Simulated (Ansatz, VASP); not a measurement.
Two plane-wave programs on Zr2W

```
Zr W
1.0
     4.86650    0.00000    0.00000
    -2.43325    4.21451    0.00000
     0.00000    0.00000    2.98316
Zr W
2 1
Direct
  0.00000 0.00000 0.00000
  0.33333 0.66667 0.50000
  0.66667 0.33333 0.50000
```

Alike in both runs: task relaxation of cell and atoms; functional PBE; k mesh 12 × 12 × 16; occupations gaussian, width 0.1 eV; no spin polarisation.

|  | VASP | Ansatz |
| --- | --- | --- |
| version | VASP 6.6.1 | Ansatz 0.2.0 |
| potentials or method | VASP PAW PBE potentials, release 64 (Zr_sv, W_sv), cutoff 600 eV | scalar-relativistic, plane waves, PAW |
| valence electrons in the cell | 38 | 38 |

```csv
,VASP,Ansatz,Ansatz less VASP
"gap on the k mesh at the Fermi level, each at its own relaxed structure (eV)",none,none,-
relaxed volume (Å³/atom),20.31,20.29,-0.017
relaxed cell length with the largest relative difference (Å),2.865,2.861,-0.0044
```

A gap of «none» marks a metal or a gap that the smearing closes.

Spin-orbit coupling is off throughout.
